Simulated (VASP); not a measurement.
# NaY3 (I4/mmm) in VASP: single point with PBEsol

Aim: the single point of NaY3 with PBEsol.

Everything below comes from runs of VASP 6.6.1. Logs are shortened: lines on timing, memory, paths and dates and some standing lists are left out, and cuts for length are marked.

### Step 1. The cell of the first run

Symmetry: I4/mmm, No. 139, tetragonal system. The conventional cell has a = 4.871 Å, b = 4.871 Å, c = 10.675 Å, α = 90.00°, β = 90.00°, γ = 90.00°. Na (site symmetry 4/mmm) has 12 Y at 3.44 to 3.61 Å within 4.5 Å. Within 4.5 Å of Y (site symmetry -4m2) lie 8 Y at 3.44 to 3.61 Å and 4 Na at 3.61 Å. Y (site symmetry 4/mmm) has 4 Na at 3.44 Å and 8 Y at 3.61 Å within 4.5 Å.

### Step 2. Single point, PBEsol (strained)

File INCAR:

```
  PREC = Accurate
  ENCUT = 520
  EDIFF = 1E-6
  ISMEAR = 0
  SIGMA = 0.1
  LREAL = F
  LASPH = T
  NELM = 100
  ALGO = Fast
  ISIF = 2
  LWAVE = F
  LCHARG = F
  GGA = PS
  NBANDS = 28
```

File KPOINTS:

```
regular mesh
0
Gamma
  12 12 12
```

File POSCAR:

```
NaY3
1.0
   -2.4354738628      2.4354738628      5.3374964052
    2.4354738628     -2.4354738628      5.3374964052
    2.4354738628      2.4354738628     -5.3374964052
Na Y
1 3
Direct
    0.0000000000      0.0000000000      0.0000000000
    0.7500000000      0.2500000000      0.5000000000
    0.2500000000      0.7500000000      0.5000000000
    0.5000000000      0.5000000000      0.0000000000
```

Potentials or basis: VASP PAW PBE potentials, release 64 (Na_pv, Y_sv).

On the command line:

```console
> cat potpaw_PBE.64/Na_pv/POTCAR potpaw_PBE.64/Y_sv/POTCAR > POTCAR
> mpirun -np 1 vasp_std > vasp.out
```

OUTCAR:

```text
PREC = Accurate
   ENCUT = 520
   EDIFF = 1E-6
   ISMEAR = 0
   LREAL = F
   LASPH = T
   NELM = 100
   ISIF = 2
   GGA = PS

 ion  position               nearest neighbor table
   1  0.000  0.000  0.000-   4 3.44   4 3.44   4 3.44   4 3.44
   2  0.750  0.250  0.500-   3 3.44   3 3.44   3 3.44   3 3.44   4 3.61   4 3.61   4 3.61   4 3.61

   3  0.250  0.750  0.500-   2 3.44   2 3.44   2 3.44   2 3.44   4 3.61   4 3.61   4 3.61   4 3.61

   4  0.500  0.500  0.000-   1 3.44   1 3.44   1 3.44   1 3.44   3 3.61   2 3.61   3 3.61   2 3.61
                             3 3.61   3 3.61   2 3.61   2 3.61

  LATTYP: Found a body centered tetragonal cell.
 ALAT       =     4.8709477256
 C/A-ratio  =     2.1915638212

  Lattice vectors:

 A1 = (  -2.4354738628,   2.4354738628,   5.3374964052)
 A2 = (   2.4354738628,  -2.4354738628,   5.3374964052)
 A3 = (   2.4354738628,   2.4354738628,  -5.3374964052)

Analysis of symmetry for initial positions (statically):
=====================================================================
 Subroutine PRICEL returns:
 Original cell was already a primitive cell.

 Routine SETGRP: Setting up the symmetry group for a
 body centered tetragonal supercell.

 Subroutine GETGRP returns: Found 16 space group operations
 (whereof 16 operations were pure point group operations)
 out of a pool of 16 trial point group operations.

The static configuration has the point symmetry D_4h.

Analysis of symmetry for dynamics (positions and initial velocities):
=====================================================================
 Subroutine PRICEL returns:
 Original cell was already a primitive cell.

 Routine SETGRP: Setting up the symmetry group for a
 body centered tetragonal supercell.

 Subroutine GETGRP returns: Found 16 space group operations
 (whereof 16 operations were pure point group operations)
 out of a pool of 16 trial point group operations.

The dynamic configuration has the point symmetry D_4h.

 Subroutine INISYM returns: Found 16 space group operations
 (whereof 16 operations are pure point group operations),
 and found     1 'primitive' translations

----------------------------------------------------------------------------------------

                                     Primitive cell

  volume of cell :     126.6381

  direct lattice vectors                    reciprocal lattice vectors
    -2.435473863  2.435473863  5.337496405     0.000000000  0.205298857  0.093676878
     2.435473863 -2.435473863  5.337496405     0.205298857  0.000000000  0.093676878
     2.435473863  2.435473863 -5.337496405     0.205298857  0.205298857  0.000000000

  length of vectors
     6.352317195  6.352317195  6.352317195     0.225661202  0.225661202  0.290336428

  position of ions in fractional coordinates (direct lattice)
     0.000000000  0.000000000  0.000000000
     0.750000000  0.250000000  0.500000000
     0.250000000  0.750000000  0.500000000
     0.500000000  0.500000000  0.000000000

  ion indices of the primitive-cell ions
   primitive index   ion index
                 1           1
                 2           2
                 3           3
                 4           4

----------------------------------------------------------------------------------------

 KPOINTS: regular mesh

Automatic generation of k-mesh.
 Grid dimensions read from file:
 generate k-points for:   12   12   12

 Generating k-lattice:

  Cartesian coordinates                     Fractional coordinates (reciprocal lattice)
     0.000000000  0.017108238  0.007806407     0.083333333  0.000000000 -0.000000000
     0.017108238  0.000000000  0.007806407     0.000000000  0.083333333 -0.000000000
     0.017108238  0.017108238  0.000000000     0.000000000  0.000000000  0.083333333

  Length of vectors
     0.018805100  0.018805100  0.024194702

  Shift w.r.t. Gamma in fractional coordinates (k-lattice)
     0.000000000  0.000000000  0.000000000

 Subroutine IBZKPT returns following result:
 ===========================================

 Found    163 irreducible k-points:

 Following reciprocal coordinates:
            Coordinates               Weight
  0.000000  0.000000  0.000000      1.000000
  0.083333 -0.000000  0.000000      8.000000
  0.166667 -0.000000  0.000000      8.000000
  0.250000  0.000000  0.000000      8.000000
  0.333333 -0.000000  0.000000      8.000000
  0.416667  0.000000 -0.000000      8.000000
[... 16 lines left out ...]
  0.500000  0.166667  0.000000     16.000000
 -0.416667  0.166667  0.000000     16.000000
 [... further k-points ...]
   k-points           NKPTS =    163   k-points in BZ     NKDIM =    163   number of bands    NBANDS=     28
   number of dos      NEDOS =    301   number of ions     NIONS =      4
   total plane-waves  NPLWV = 110592
   dimension x,y,z NGX =    48 NGY =   48 NGZ =   48
   dimension x,y,z NGXF=    96 NGYF=   96 NGZF=   96
   ions per type =               1   3
   NGX,Y,Z   is equivalent  to a cutoff of  12.56, 12.56, 12.56 a.u.
   NGXF,Y,Z  is equivalent  to a cutoff of  25.12, 25.12, 25.12 a.u.
 SYSTEM =  unknown system
   PREC   = accura    normal or accurate (medium, high low for compatibility)
   ISTART =      0    job   : 0-new  1-cont  2-samecut
   ICHARG =      2    charge: 1-file 2-atom 10-const
   ISPIN  =      1    spin polarized calculation?
   LNONCOLLINEAR =      F non collinear calculations
   LSORBIT =      F    spin-orbit coupling
   LASPH  =      T    aspherical Exc in radial PAW
   ENCUT  =  520.0 eV  38.22 Ry    6.18 a.u.  11.81 11.81 11.81*2*pi/ulx,y,z
   NELM   =    100;   NELMIN=  2; NELMDL= -5     # of ELM steps
   EDIFF  = 0.1E-05   stopping-criterion for ELM
   LREAL  =      F    real-space projection
   EDIFFG = 0.1E-04   stopping-criterion for IOM
   NSW    =      0    number of steps for IOM
   IBRION =     -1    ionic relax: 0-MD 1-quasi-New 2-CG
   NFREE  =      0    steps in history (QN), initial steepest desc. (CG)
   ISIF   =      2    stress and relaxation
   ISYM   =      2    0-nonsym 1-usesym 2-fastsym
   POTIM  = 0.5000    time-step for ionic-motion
   TEBEG  =    0.0;   TEEND  =   0.0 temperature during run
   PSTRESS=    0.0 pullay stress
   NELECT =      40.0000    total number of electrons
   NUPDOWN=      -1.0000    fix difference up-down
   EMIN   =  10.00;   EMAX   =-10.00  energy-range for DOS
   EFERMI =   0.00;   METHOD = LEGACY
   ISMEAR =     0;   SIGMA  =   0.10  broadening in eV -4-tet -1-fermi 0-gaus
   EFERMI_NEDOS =   21; number of points for ismear=-14 and -15
   IALGO  =     68    algorithm
   IMIX   =      4    mixing-type and parameters
     AMIX     =   0.40;   BMIX     =  1.00
     AMIX_MAG =   1.60;   BMIX_MAG =  1.00
  volume/ion in A,a.u.               =      31.66       213.65
  Fermi-wavevector in a.u.,A,eV,Ry     =   1.114910  2.106875 16.912386  1.243025
  Thomas-Fermi vector in A             =   2.251510
   LORBIT       =      0    0 simple, 1 ext, 2 COOP (PROOUT), +10 PAW based schemes
   GGA     = PS    functional components
   LHFCALC =     F    Hartree Fock is set to
   AEXX    =    0.0000 exact exchange contribution
   IVDW    =     0    specifies the selected vdW correction
   LEPSILON=     F    determine dielectric tensor
   LRPA    =     F    only Hartree local field effects (RPA)
 non-spin polarized calculation
 RMM-DIIS sequential band-by-band and
 Gauss-broadening in eV      SIGMA  =   0.10
  energy-cutoff  :      520.00
  volume of cell :      126.64
 maximum number of plane-waves:      3435
   NGX = 23   NGY = 23   NGZ = 23

 number of electron      39.9999997 magnetization

 Free energy of the ion-electron system (eV)
  ---------------------------------------------------
  ext. energy  EPLUGINS =         0.00000000
  ---------------------------------------------------
  free energy    TOTEN  =       -20.61798622 eV

  energy without entropy =      -20.58194560  energy(sigma->0) =      -20.59996591

 E-fermi :   2.4898     XC(G=0):  -9.0702

 val. band max:        2.4897314341   @ k =  -0.3333   0.3333   0.0833
 cond. band min:       2.4929222385   @ k =   0.2500   0.1667   0.1667
 fundamental gap:      0.0031908043
 Fermi energy:         2.4897728222

 k-point     1 :       0.0000    0.0000    0.0000
  band No.  band energies     occupation
      1     -40.3811      2.00000
      2     -40.2711      2.00000
      3     -40.2083      2.00000
      4     -21.0460      2.00000
      5     -21.0460      2.00000
      6     -21.0294      2.00000
[... 20 lines left out ...]
     27       5.0371      0.00000
     28       5.1833      0.00000

 k-point     2 :       0.0833   -0.0000    0.0000
  band No.  band energies     occupation
      1     -40.3806      2.00000
      2     -40.2703      2.00000
      3     -40.2095      2.00000
      4     -21.0459      2.00000
      5     -21.0457      2.00000
      6     -21.0291      2.00000
[... 20 lines left out ...]
     27       5.1336      0.00000
     28       5.2530      0.00000

 k-point     3 :       0.1667   -0.0000    0.0000
  band No.  band energies     occupation
      1     -40.3794      2.00000
      2     -40.2679      2.00000
      3     -40.2130      2.00000
      4     -21.0455      2.00000
      5     -21.0448      2.00000
      6     -21.0283      2.00000
[... 20 lines left out ...]
     27       5.3216      0.00000
     28       5.4340      0.00000

 k-point     4 :       0.2500    0.0000    0.0000
  band No.  band energies     occupation
      1     -40.3779      2.00000
      2     -40.2639      2.00000
      3     -40.2185      2.00000
      4     -21.0448      2.00000
      5     -21.0434      2.00000
      6     -21.0272      2.00000
[... 578 lines left out ...]
     27       4.8369      0.00000
     28       5.2301      0.00000

 k-point    23 :       0.5000    0.1667    0.0000
  band No.  band energies     occupation
      1     -40.3745      2.00000
      2     -40.2432      2.00000
      3     -40.2421      2.00000
      4     -21.0457      2.00000
      5     -21.0438      2.00000
      6     -21.0256      2.00000
[... 20 lines left out ...]
     27       4.7235      0.00000
     28       5.2033      0.00000

 k-point    24 :      -0.4167    0.1667    0.0000
  band No.  band energies     occupation
      1     -40.3751      2.00000
      2     -40.2494      2.00000
      3     -40.2352      2.00000
      4     -21.0473      2.00000
      5     -21.0422      2.00000
      6     -21.0261      2.00000
[... 20 lines left out ...]
     27       4.8727      0.00000
     28       5.2411      0.00000

 [... further k-points ...]

------------------------ aborting loop because EDIFF is reached ----------------------------------------

  FORCE on cell =-STRESS in cart. coord.  units (eV):
  Direction    XX          YY          ZZ          XY          YZ          ZX
  --------------------------------------------------------------------------------------
  -------------------------------------------------------------------------------------
  Total       -0.5882844     -0.5882844     -0.5530786      0.0000000     -0.0000000      0.0000000
  in kB       -7.4427492     -7.4427492     -6.9973392      0.0000000     -0.0000000      0.0000000
  external PRESSURE =      -7.2942792 kB  Pullay stress =       0.0000000 kB

 VOLUME and BASIS-vectors are now :
 -----------------------------------------------------------------------------
  energy-cutoff  :      520.00
  volume of cell :      126.64
      direct lattice vectors                 reciprocal lattice vectors
    -2.435473863  2.435473863  5.337496405     0.000000000  0.205298857  0.093676878
     2.435473863 -2.435473863  5.337496405     0.205298857  0.000000000  0.093676878
     2.435473863  2.435473863 -5.337496405     0.205298857  0.205298857  0.000000000

 POSITION                                       TOTAL-FORCE (eV/Angst)
 -----------------------------------------------------------------------------------
      0.00000      0.00000      0.00000        -0.000000      0.000000      0.000000
      0.00000      2.43547      2.66875         0.000000     -0.000000     -0.000000
      2.43547      0.00000      2.66875         0.000000      0.000000      0.000000
      0.00000      0.00000      5.33750        -0.000000      0.000000      0.000000
 -----------------------------------------------------------------------------------
    total drift:                                0.000000     -0.000000      0.000000

  FREE ENERGIE OF THE ION-ELECTRON SYSTEM (eV)
  ---------------------------------------------------
  free  energy   TOTEN  =       -20.6179862241 eV

  energy  without entropy=      -20.5819455964  energy(sigma->0) =      -20.59996591
```

Run time: 24 min. Hardware: 1 thread of AMD EPYC 9R45 (Zen 5), shared host; peak memory 0.68 GiB.

Results:

| Property | Result |
| --- | --- |
| Free energy | -20.6180 eV |
| Pressure | -0.7 GPa |
| Band gap on the k mesh | zero (bands 20 and 21 overlap by 0.62 eV) |

Levels at points of the mesh, in eV from the Fermi level:
```
           k point  band 18  band 19  band 20  band 21  band 22  band 23
(0.00, 0.00, 0.00)    -1.02    -0.29     0.26     0.26     0.31     0.98
(0.50, 0.00, 0.00)    -0.80    -0.29    -0.25     0.25     0.41     1.14
(0.50, 0.50, 0.00)    -1.44    -1.04    -0.05     0.55     0.60     0.70
(0.50, 0.50, 0.50)    -1.59    -0.72    -0.31    -0.31    -0.03     1.28
```

Caveat: the cell differs from its parent crystal (strained); the PAW data sets were made with another functional, which shifts forces and pressure a little.
